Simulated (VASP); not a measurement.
A run of VASP 6.6.1 is set up as follows.

INCAR

```
SYSTEM = BeTe
ALGO = Normal ; EDIFF = 1E-6
ENCUT = 520 ; GGA = PS
GGA_COMPAT = .FALSE. ; ISIF = 2
ISMEAR = 0 ; LASPH = .TRUE.
LCHARG = .FALSE. ; LORBIT = 11
LORBMOM = .TRUE. ; LREAL = .FALSE.
LSORBIT = .TRUE. ; LWAVE = .FALSE.
MAGMOM = 0 0 0 0 0 0 ; NBANDS = 20
NELM = 150 ; PREC = Accurate
SIGMA = 0.05
```

The input KPOINTS:

```
k-points
0
G
  6 6 6
  0 0 0
```

POSCAR

```
BeTe
1.0
    0.0000000000      2.7325637069      2.7325637069
    2.7325637069      0.0000000000      2.7325637069
    2.7325637069      2.7325637069      0.0000000000
Be Te
1 1
Direct
    0.0000000000      0.0000000000      0.0000000000
    0.7500000000      0.7500000000      0.7500000000
```

Potentials or basis: VASP PAW PBE potentials, release 64 (Be, Te).

Command:

```console
$ cat potpaw_PBE.64/Be/POTCAR potpaw_PBE.64/Te/POTCAR > POTCAR
$ mpirun -np 1 vasp_ncl > vasp.out
```

(1) Estimate the pressure.

(2) Estimate the net moment.

## Answers

(1) 5.7 GPa.

(2) 0.00 μB per cell.

Caveat: the PAW data sets were made with another functional, which shifts forces and pressure a little.
